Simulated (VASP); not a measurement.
Sr19Ca5: single point with PBE

The system is Sr19Ca5.

```
Sr Ca
1.0
    10.49788   -0.16688    0.07385
    -0.16688   10.38954    0.22138
     0.07385    0.22138   11.19902
Sr Ca
19 5
Cartesian
  2.9320 7.3889 8.4746
  8.6171 3.5945 8.2602
  1.3078 10.7409 8.3650
  6.1748 2.8021 5.6366
  2.8723 6.1437 4.2250
  8.3111 9.8786 6.1812
  4.3681 2.1241 2.1648
  4.7457 4.3615 9.0702
  1.7545 1.4547 4.1505
  2.5773 9.3715 1.2432
  5.5841 0.4590 9.2065
  9.3218 8.6345 2.6183
  2.6709 5.3718 0.7034
  10.3551 7.0835 6.6437
  4.9912 9.3628 5.1400
  7.5478 3.2891 0.8359
  0.3542 2.3967 0.5868
  10.2569 6.8028 10.7086
  6.3978 7.7801 1.4274
  9.6893 4.7441 4.0175
  6.6591 5.9817 4.6349
  8.9848 10.3954 10.3715
  7.0733 7.5190 8.7343
  1.6669 3.5507 7.7095
```

- Program: VASP 6.6.1
- Task: single point
- Functional: PBE
- Potentials or basis: VASP PAW PBE potentials, release 64 (Sr_sv, Ca_sv)
- Cutoff: 520 eV
- k mesh: 1 × 1 × 1, shifted
- Occupations: fermi-dirac, width 0.0957 eV
- Spin: no spin polarisation

* Pressure: 1.4 GPa
* Largest force: 1.393 eV/Å

Forces in eV/Å, atoms in the order of the input:
```
Sr   0.611  0.302 -0.179
Sr   0.214  0.003 -0.035
Sr   0.305 -0.601 -0.085
Sr  -0.553 -0.552 -0.156
Sr  -0.029 -0.228  0.425
Sr   0.393  0.970  0.181
Sr   0.670  0.370 -0.521
Sr   0.766 -0.442  0.085
Sr  -0.851 -0.194  0.888
Sr  -0.230 -0.324 -0.300
Sr  -0.286  0.246 -0.077
Sr   1.047  0.320  0.836
Sr   0.491 -0.130  0.257
Sr  -0.050 -0.209 -0.035
Sr  -0.733  0.103 -0.028
Sr  -0.539  0.495  0.217
Sr   0.941  0.016 -0.073
Sr  -0.491 -0.138 -0.092
Sr  -1.205 -0.332 -0.614
Ca   0.461 -0.689 -0.513
Ca  -0.093  0.718  0.387
Ca  -0.544 -0.294 -0.153
Ca  -0.239 -0.439 -0.081
Ca  -0.057  1.029 -0.331
```

Stress tensor (GPa, compression positive):
```
 2.74 -0.25 -0.09
-0.25  1.11 -0.16
-0.09 -0.16  0.37
```

Levels at points of the mesh, in eV from the Fermi level:
| k point | band 116 | band 117 | band 118 | band 119 | band 120 | band 121 | band 122 | band 123 |
| --- | --- | --- | --- | --- | --- | --- | --- | --- |
| (0.25, 0.25, 0.25) | -0.27 | -0.22 | -0.09 | -0.05 | 0.00 | 0.04 | 0.06 | 0.13 |

Run time: 10 min on 1 thread of AMD EPYC 7R43 64-Core Processor (Zen 3) (shared host), peak memory 1 GiB.

Caveat: the k points lie up to 0.61 Å⁻¹ apart; the atoms stand as in a frame of molecular dynamics.
